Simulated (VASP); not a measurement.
The system is C.

```xyz
2
Lattice="0.0000 1.7824 1.7824 1.7801 0.0022 1.7801 1.7801 1.7801 0.0022" Properties=species:S:1:pos:R:3 pbc="T T T"
C     1.7801    1.7824    1.7824
C     2.6702    2.6736    2.6736
```

This cell differs from its parent crystal: strain +0.0025 x Voigt [0, 0, 0, 1, 0, 0].

Base run:

- Program: VASP 6.6.1
- Functional: r2SCAN
- Potentials or basis: VASP PAW PBE potentials, release 64 (C)
- Cutoff: 520 eV
- k mesh: 12 × 12 × 12
- Occupations: gaussian, width 0.05 eV
- Spin: no spin polarisation

Its results: band gap on the k mesh 4.35 eV, indirect (least direct gap 5.81 eV); pressure 1.1 GPa; largest force 0.006 eV/Å.

**Question.** The run is repeated on the same cell with these changes: potentials or basis from VASP PAW PBE potentials, release 64 (C) to VASP PAW PBE potentials, release 64 (C_h); cutoff from 520 eV to 910 eV. What comes out?

**Answer.** Band gap on the k mesh 4.39 eV, indirect (least direct gap 5.86 eV); pressure -0.8 GPa; largest force 0.005 eV/Å.

Caveats: the PAW data sets were made with another functional, which shifts forces and pressure a little; the cutoff is under 1.25 times the usual one of these potentials, so pressure, stress and relaxed cells hold a basis-set (Pulay) error (some runs).

A k mesh can miss the band edges.
